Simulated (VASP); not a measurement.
Rb2PtAuF6:

```
Au Pt Rb F
1.0
     0.00000    4.25252    4.25252
     4.25252    0.00000    4.25252
     4.25252    4.25252    0.00000
Au Pt Rb F
1 1 2 6
Direct
  0.50000 0.50000 0.50000
  0.00000 0.00000 0.00000
  0.25000 0.25000 0.25000
  0.75000 0.75000 0.75000
  0.76600 0.23400 0.23400
  0.23400 0.76600 0.23400
  0.23400 0.76600 0.76600
  0.76600 0.23400 0.76600
  0.23400 0.23400 0.76600
  0.76600 0.76600 0.23400
```

```yaml
Program: VASP 6.6.1
Task: relaxation of cell and atoms
Functional: PBE
Potentials_or_basis: VASP PAW PBE potentials, release 64 (Au, Pt, Rb_sv, F)
Cutoff: 600 eV
k_mesh: 5 × 5 × 5
Occupations: gaussian, width 0.0718 eV
Spin: no spin polarisation
```

At the start: pressure 15.3 GPa; volume 15.38 Å³/atom.

Problem. How do energy, volume and symmetry change on relaxing?

Solution. Over 7 steps the energy falls by 112.3 meV/atom and the volume is 18.40 Å³/atom (+19.6 %); space group Fm-3m (No. 225, to 0.05 Å).

Step by step:
| step | energy change (eV) | largest force (eV/Å) | pressure (GPa) | volume (Å³) |
| --- | --- | --- | --- | --- |
| 1 | 0.0000 | 0.7729 | 15.30 | 153.80 |
| 2 | -0.9244 | 0.5667 | -3.16 | 188.88 |
| 3 | -1.0544 | 0.3258 | 0.42 | 177.98 |
| 4 | -1.0544 | 0.3396 | 0.23 | 178.49 |
| 5 | -1.0825 | 0.2632 | 0.09 | 179.72 |
| 6 | -1.1226 | 0.0369 | -0.04 | 183.45 |
| 7 | -1.1233 | 0.0052 | -0.04 | 183.97 |

Final structure:
```
Au Pt Rb F
1.0
     0.00000    4.51411    4.51411
     4.51411    0.00000    4.51411
     4.51411    4.51411    0.00000
Au Pt Rb F
1 1 2 6
Direct
  0.50000 0.50000 0.50000
  0.00000 0.00000 0.00000
  0.25000 0.25000 0.25000
  0.75000 0.75000 0.75000
  0.77009 0.22991 0.22991
  0.22991 0.77009 0.22991
  0.22991 0.77009 0.77009
  0.77009 0.22991 0.77009
  0.22991 0.22991 0.77009
  0.77009 0.77009 0.22991
```

Caveat: the volume moved by over 15 % at a fixed basis, so the end points are rough; an odd number of electrons without spin polarisation forces a metal; a magnetic or distorted state may lie lower.
